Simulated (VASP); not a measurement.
# PbF2 (Fm-3m) in VASP: notebook

The runs below take PbF2 through single point, with r2SCAN.

Program: VASP 6.6.1. These are calculated values, not measurements. Logs are shortened: lines on timing, memory, paths and dates and some standing lists are left out, and cuts for length are marked.

### Step 1. The cell of the first run

Symmetry: Fm-3m, No. 225, cubic system. Conventional cell: a = 5.999 Å, b = 5.999 Å, c = 5.999 Å, α = 90.00°, β = 90.00°, γ = 90.00°. Within 3.4 Å of Pb (site symmetry m-3m) lie 8 F at 2.60 Å. Within 3.4 Å of F (site symmetry -43m) lie 4 Pb at 2.60 Å and 6 F at 3.00 Å.

### Step 2. Single point, r2SCAN (17.99 Å³/atom)

POSCAR reads:

```
PbF2
1.0
    0.0000000000      2.9994170525      2.9994170525
    2.9994170525      0.0000000000      2.9994170525
    2.9994170525      2.9994170525      0.0000000000
Pb F
1 2
Direct
    0.0000000000      0.0000000000      0.0000000000
    0.2500000000      0.2500000000      0.2500000000
    0.7500000000      0.7500000000      0.7500000000
```

INCAR.step1 reads:

```
  PREC = Accurate
  ENCUT = 520
  ISMEAR = 0
  SIGMA = 0.05
  LREAL = F
  LASPH = T
  NELM = 100
  NBANDS = 21
  GGA = PE
  ALGO = Normal
  EDIFF = 1E-4
  LWAVE = T
  LCHARG = F
```

INCAR.step2 reads:

```
  PREC = Accurate
  ENCUT = 520
  EDIFF = 1E-7
  ISMEAR = 0
  SIGMA = 0.05
  LREAL = F
  LASPH = T
  NELM = 100
  ALGO = Normal
  ISIF = 2
  LWAVE = F
  LCHARG = F
  METAGGA = R2SCAN
  LMIXTAU = T
  NBANDS = 21
  ISTART = 1
```

KPOINTS reads:

```
Automatic mesh
0
Gamma
  8 8 8
```

Potentials or basis: VASP PAW PBE potentials, release 64 (Pb_d, F).

Command:

```bash
$ cat potpaw_PBE.64/Pb_d/POTCAR potpaw_PBE.64/F/POTCAR > POTCAR
$ cp INCAR.step1 INCAR
$ mpirun -np 1 vasp_std > vasp.out
$ cp INCAR.step2 INCAR
$ mpirun -np 1 vasp_std > vasp.out
```

OUTCAR:

```text
PREC = Accurate
   ENCUT = 520
   EDIFF = 1E-7
   ISMEAR = 0
   LREAL = F
   LASPH = T
   NELM = 100
   ISIF = 2
   METAGGA = R2SCAN
   ISTART = 1

 ion  position               nearest neighbor table
   1  0.000  0.000  0.000-   3 2.60   3 2.60   3 2.60   2 2.60   3 2.60   2 2.60   2 2.60   2 2.60

   2  0.250  0.250  0.250-   1 2.60   1 2.60   1 2.60   1 2.60
   3  0.750  0.750  0.750-   1 2.60   1 2.60   1 2.60   1 2.60

  LATTYP: Found a face centered cubic cell.
 ALAT       =     5.9988341050

  Lattice vectors:

 A1 = (   0.0000000000,   2.9994170525,   2.9994170525)
 A2 = (   2.9994170525,   0.0000000000,   2.9994170525)
 A3 = (   2.9994170525,   2.9994170525,   0.0000000000)

Analysis of symmetry for initial positions (statically):
=====================================================================
 Subroutine PRICEL returns:
 Original cell was already a primitive cell.

 Routine SETGRP: Setting up the symmetry group for a
 face centered cubic supercell.

 Subroutine GETGRP returns: Found 48 space group operations
 (whereof 48 operations were pure point group operations)
 out of a pool of 48 trial point group operations.

The static configuration has the point symmetry O_h .

Analysis of symmetry for dynamics (positions and initial velocities):
=====================================================================
 Subroutine PRICEL returns:
 Original cell was already a primitive cell.

 Routine SETGRP: Setting up the symmetry group for a
 face centered cubic supercell.

 Subroutine GETGRP returns: Found 48 space group operations
 (whereof 48 operations were pure point group operations)
 out of a pool of 48 trial point group operations.

The dynamic configuration has the point symmetry O_h .

 Subroutine INISYM returns: Found 48 space group operations
 (whereof 48 operations are pure point group operations),
 and found     1 'primitive' translations

----------------------------------------------------------------------------------------

                                     Primitive cell

  volume of cell :      53.9685

  direct lattice vectors                    reciprocal lattice vectors
     0.000000000  2.999417053  2.999417053    -0.166699059  0.166699059  0.166699059
     2.999417053  0.000000000  2.999417053     0.166699059 -0.166699059  0.166699059
     2.999417053  2.999417053  0.000000000     0.166699059  0.166699059 -0.166699059

  length of vectors
     4.241816275  4.241816275  4.241816275     0.288731240  0.288731240  0.288731240

  position of ions in fractional coordinates (direct lattice)
     0.000000000  0.000000000  0.000000000
     0.250000000  0.250000000  0.250000000
     0.750000000  0.750000000  0.750000000

  ion indices of the primitive-cell ions
   primitive index   ion index
                 1           1
                 2           2
                 3           3

----------------------------------------------------------------------------------------

 KPOINTS: Automatic mesh

Automatic generation of k-mesh.
 Grid dimensions read from file:
 generate k-points for:    8    8    8

 Generating k-lattice:

  Cartesian coordinates                     Fractional coordinates (reciprocal lattice)
    -0.020837382  0.020837382  0.020837382     0.125000000  0.000000000  0.000000000
     0.020837382 -0.020837382  0.020837382     0.000000000  0.125000000  0.000000000
     0.020837382  0.020837382 -0.020837382     0.000000000  0.000000000  0.125000000

  Length of vectors
     0.036091405  0.036091405  0.036091405

  Shift w.r.t. Gamma in fractional coordinates (k-lattice)
     0.000000000  0.000000000  0.000000000

 Subroutine IBZKPT returns following result:
 ===========================================

 Found     29 irreducible k-points:

 Following reciprocal coordinates:
            Coordinates               Weight
  0.000000  0.000000  0.000000      1.000000
  0.125000  0.000000  0.000000      8.000000
  0.250000  0.000000  0.000000      8.000000
  0.375000  0.000000  0.000000      8.000000
  0.500000  0.000000  0.000000      4.000000
  0.125000  0.125000  0.000000      6.000000
[... 16 lines left out ...]
  0.500000  0.250000  0.125000     48.000000
 -0.375000  0.250000  0.125000     24.000000
 [... further k-points ...]
   k-points           NKPTS =     29   k-points in BZ     NKDIM =     29   number of bands    NBANDS=     21
   number of dos      NEDOS =    301   number of ions     NIONS =      3
   total plane-waves  NPLWV =  32768
   dimension x,y,z NGX =    32 NGY =   32 NGZ =   32
   dimension x,y,z NGXF=    64 NGYF=   64 NGZF=   64
   ions per type =               1   2
   NGX,Y,Z   is equivalent  to a cutoff of  12.54, 12.54, 12.54 a.u.
   NGXF,Y,Z  is equivalent  to a cutoff of  25.08, 25.08, 25.08 a.u.
 SYSTEM =  unknown system
   PREC   = accura    normal or accurate (medium, high low for compatibility)
   ISTART =      1    job   : 0-new  1-cont  2-samecut
   ICHARG =      0    charge: 1-file 2-atom 10-const
   ISPIN  =      1    spin polarized calculation?
   LNONCOLLINEAR =      F non collinear calculations
   LSORBIT =      F    spin-orbit coupling
   LASPH  =      T    aspherical Exc in radial PAW
   ENCUT  =  520.0 eV  38.22 Ry    6.18 a.u.   7.89  7.89  7.89*2*pi/ulx,y,z
   NELM   =    100;   NELMIN=  2; NELMDL=  0     # of ELM steps
   EDIFF  = 0.1E-06   stopping-criterion for ELM
   LREAL  =      F    real-space projection
   EDIFFG = 0.1E-05   stopping-criterion for IOM
   NSW    =      0    number of steps for IOM
   IBRION =     -1    ionic relax: 0-MD 1-quasi-New 2-CG
   NFREE  =      0    steps in history (QN), initial steepest desc. (CG)
   ISIF   =      2    stress and relaxation
   ISYM   =      2    0-nonsym 1-usesym 2-fastsym
   POTIM  = 0.5000    time-step for ionic-motion
   TEBEG  =    0.0;   TEEND  =   0.0 temperature during run
   PSTRESS=    0.0 pullay stress
   NELECT =      28.0000    total number of electrons
   NUPDOWN=      -1.0000    fix difference up-down
   EMIN   =  10.00;   EMAX   =-10.00  energy-range for DOS
   EFERMI =   0.00;   METHOD = LEGACY
   ISMEAR =     0;   SIGMA  =   0.05  broadening in eV -4-tet -1-fermi 0-gaus
   EFERMI_NEDOS =   21; number of points for ismear=-14 and -15
   IALGO  =     38    algorithm
   IMIX   =      4    mixing-type and parameters
     AMIX     =   0.40;   BMIX     =  1.00
     AMIX_MAG =   1.60;   BMIX_MAG =  1.00
  volume/ion in A,a.u.               =      17.99       121.40
  Fermi-wavevector in a.u.,A,eV,Ry     =   1.315469  2.485876 23.544324  1.730459
  Thomas-Fermi vector in A             =   2.445650
   LORBIT       =      0    0 simple, 1 ext, 2 COOP (PROOUT), +10 PAW based schemes
   METAGGA = R2SCAN    functional components
   LHFCALC =     F    Hartree Fock is set to
   AEXX    =    0.0000 exact exchange contribution
   IVDW    =     0    specifies the selected vdW correction
   LEPSILON=     F    determine dielectric tensor
   LRPA    =     F    only Hartree local field effects (RPA)
 non-spin polarized calculation
 Gauss-broadening in eV      SIGMA  =   0.05
  energy-cutoff  :      520.00
  volume of cell :       53.97
 maximum number of plane-waves:      1475
   NGX = 15   NGY = 15   NGZ = 15

 number of electron      28.0000030 magnetization

 Free energy of the ion-electron system (eV)
  ---------------------------------------------------
  ext. energy  EPLUGINS =         0.00000000
  ---------------------------------------------------
  free energy    TOTEN  =       -70.14604390 eV

  energy without entropy =      -70.14604390  energy(sigma->0) =      -70.14604390

 E-fermi :   1.3004     XC(G=0):  -9.8175

 val. band max:        1.0642688077   @ k =  -0.2500   0.5000   0.2500
 cond. band min:       6.0045099906   @ k =   0.5000   0.5000   0.0000
 fundamental gap:      4.9402411829
 Fermi energy:         1.3004423595

 k-point     1 :       0.0000    0.0000    0.0000
  band No.  band energies     occupation
      1     -21.0197      2.00000
      2     -20.4889      2.00000
      3     -13.7571      2.00000
      4     -13.7571      2.00000
      5     -13.7571      2.00000
      6     -13.7214      2.00000
[... 13 lines left out ...]
     20      16.9006      0.00000
     21      19.1636      0.00000

 k-point     2 :       0.1250    0.0000    0.0000
  band No.  band energies     occupation
      1     -20.9945      2.00000
      2     -20.5111      2.00000
      3     -13.7520      2.00000
      4     -13.7520      2.00000
      5     -13.7310      2.00000
      6     -13.7212      2.00000
[... 13 lines left out ...]
     20      16.4253      0.00000
     21      18.4771      0.00000

 k-point     3 :       0.2500    0.0000    0.0000
  band No.  band energies     occupation
      1     -20.9270      2.00000
      2     -20.5710      2.00000
      3     -13.7463      2.00000
      4     -13.7463      2.00000
      5     -13.7140      2.00000
      6     -13.7140      2.00000
[... 13 lines left out ...]
     20      15.8020      0.00000
     21      17.2051      0.00000

 k-point     4 :       0.3750    0.0000    0.0000
  band No.  band energies     occupation
      1     -20.8394      2.00000
      2     -20.6495      2.00000
      3     -13.7480      2.00000
      4     -13.7480      2.00000
      5     -13.6992      2.00000
      6     -13.6992      2.00000
[... 13 lines left out ...]
     20      15.4420      0.00000
     21      16.1753      0.00000

 k-point     5 :       0.5000    0.0000    0.0000
  band No.  band energies     occupation
      1     -20.7704      2.00000
      2     -20.7148      2.00000
      3     -13.7496      2.00000
      4     -13.7496      2.00000
      5     -13.6922      2.00000
      6     -13.6922      2.00000
[... 13 lines left out ...]
     20      15.3351      0.00000
     21      15.7847      0.00000
[... 382 lines left out ...]
     20      18.6980      0.00000
     21      18.9551      0.00000

 k-point    22 :       0.3750    0.2500    0.1250
  band No.  band energies     occupation
      1     -20.8803      2.00000
      2     -20.6102      2.00000
      3     -13.7363      2.00000
      4     -13.7241      2.00000
      5     -13.7234      2.00000
      6     -13.6953      2.00000
[... 13 lines left out ...]
     20      16.7147      0.00000
     21      17.9315      0.00000

 k-point    23 :       0.5000    0.2500    0.1250
  band No.  band energies     occupation
      1     -20.8108      2.00000
      2     -20.6712      2.00000
      3     -13.7376      2.00000
      4     -13.7270      2.00000
      5     -13.7040      2.00000
      6     -13.6744      2.00000
[... 13 lines left out ...]
     20      17.3772      0.00000
     21      18.1167      0.00000

 k-point    24 :      -0.3750    0.2500    0.1250
  band No.  band energies     occupation
      1     -20.7528      2.00000
      2     -20.7250      2.00000
      3     -13.7378      2.00000
      4     -13.7290      2.00000
      5     -13.6940      2.00000
      6     -13.6666      2.00000
[... 13 lines left out ...]
     20      17.6346      0.00000
     21      18.1030      0.00000

 [... further k-points ...]
[... 5 lines left out ...]
  --------------------------------------------------------------------------------------
  -------------------------------------------------------------------------------------
  Total       -0.9628871     -0.9628871     -0.9628871     -0.0000000      0.0000000      0.0000000
  in kB      -28.5854744    -28.5854744    -28.5854744     -0.0000000      0.0000000      0.0000000
  external PRESSURE =     -28.5854744 kB  Pullay stress =       0.0000000 kB

 VOLUME and BASIS-vectors are now :
 -----------------------------------------------------------------------------
  energy-cutoff  :      520.00
  volume of cell :       53.97
      direct lattice vectors                 reciprocal lattice vectors
     0.000000000  2.999417053  2.999417053    -0.166699059  0.166699059  0.166699059
     2.999417053  0.000000000  2.999417053     0.166699059 -0.166699059  0.166699059
     2.999417053  2.999417053  0.000000000     0.166699059  0.166699059 -0.166699059

 POSITION                                       TOTAL-FORCE (eV/Angst)
 -----------------------------------------------------------------------------------
      0.00000      0.00000      0.00000         0.000000      0.000000      0.000000
      1.49971      1.49971      1.49971         0.000000      0.000000      0.000000
      4.49913      4.49913      4.49913        -0.000000     -0.000000     -0.000000
 -----------------------------------------------------------------------------------
    total drift:                                0.000000     -0.000000      0.000000

  FREE ENERGIE OF THE ION-ELECTRON SYSTEM (eV)
  ---------------------------------------------------
  free  energy   TOTEN  =       -70.1460438990 eV

  energy  without entropy=      -70.1460438990  energy(sigma->0) =      -70.14604390
```

Run time: 86 s. Hardware: 1 thread of AMD EPYC 9R45 (Zen 5), shared host; peak memory 0.17 GiB.

What came out:

- Free energy: -70.1460 eV
- Pressure: -2.9 GPa
- Band gap on the k mesh: 4.94 eV (least direct gap 5.08 eV)

Caveat: the PAW data sets were made with another functional, which shifts forces and pressure a little; spin-orbit coupling is left out, which moves the levels of the heavy elements. A k mesh can miss the band edges.

### Step 3. Single point, r2SCAN (18.51 Å³/atom)

This run uses another cell than the first one, of 18.51 Å³/atom.

POSCAR reads:

```
PbF2
1.0
    0.0000000000      3.0279846485      3.0279846485
    3.0279846485      0.0000000000      3.0279846485
    3.0279846485      3.0279846485      0.0000000000
Pb F
1 2
Direct
    0.0000000000      0.0000000000      0.0000000000
    0.2500000000      0.2500000000      0.2500000000
    0.7500000000      0.7500000000      0.7500000000
```

INCAR.step1 reads:

```
PREC = Accurate
ENCUT = 520
ISMEAR = 0
SIGMA = 0.05
LREAL = F
LASPH = T
NELM = 80
NBANDS = 21
GGA = PE
ALGO = Normal
EDIFF = 1E-4
LWAVE = T
LCHARG = F
```

INCAR.step2 reads:

```
PREC = Accurate
ENCUT = 520
EDIFF = 1E-7
ISMEAR = 0
SIGMA = 0.05
LREAL = F
LASPH = T
NELM = 80
ALGO = Normal
ISIF = 2
LWAVE = F
LCHARG = F
METAGGA = R2SCAN
LMIXTAU = T
NBANDS = 21
ISTART = 1
```

KPOINTS is that of step 2.

Potentials or basis: VASP PAW PBE potentials, release 64 (Pb_d, F).

Command:

```bash
$ cat potpaw_PBE.64/Pb_d/POTCAR potpaw_PBE.64/F/POTCAR > POTCAR
$ cp INCAR.step1 INCAR
$ mpirun -np 1 vasp_std > vasp.out
$ cp INCAR.step2 INCAR
$ mpirun -np 1 vasp_std > vasp.out
```

It took 83 s on 1 thread of AMD EPYC 9R45 (Zen 5), shared host; peak memory 0.17 GiB.

It converged, with:

- Free energy: -70.1126 eV
- Pressure: -4.6 GPa
- Band gap on the k mesh: 4.94 eV (least direct gap 5.08 eV)

Levels at points of the mesh, in eV from the valence-band top:
| k point | band 11 | band 12 | band 13 | band 14 | band 15 | band 16 | band 17 | band 18 |
| --- | --- | --- | --- | --- | --- | --- | --- | --- |
| (0.00, 0.00, 0.00) | -2.21 | -1.72 | -1.72 | -1.72 | 7.23 | 7.23 | 7.23 | 10.55 |
| (0.50, 0.00, 0.00) | -2.35 | -1.90 | -1.90 | -0.02 | 5.40 | 8.03 | 8.03 | 13.32 |
| (0.50, 0.50, 0.00) | -1.36 | -1.36 | -1.34 | -0.14 | 4.94 | 8.21 | 8.21 | 9.22 |

Caveat: the cell stands under tension; the PAW data sets were made with another functional, which shifts forces and pressure a little; spin-orbit coupling is left out, which moves the levels of the heavy elements.
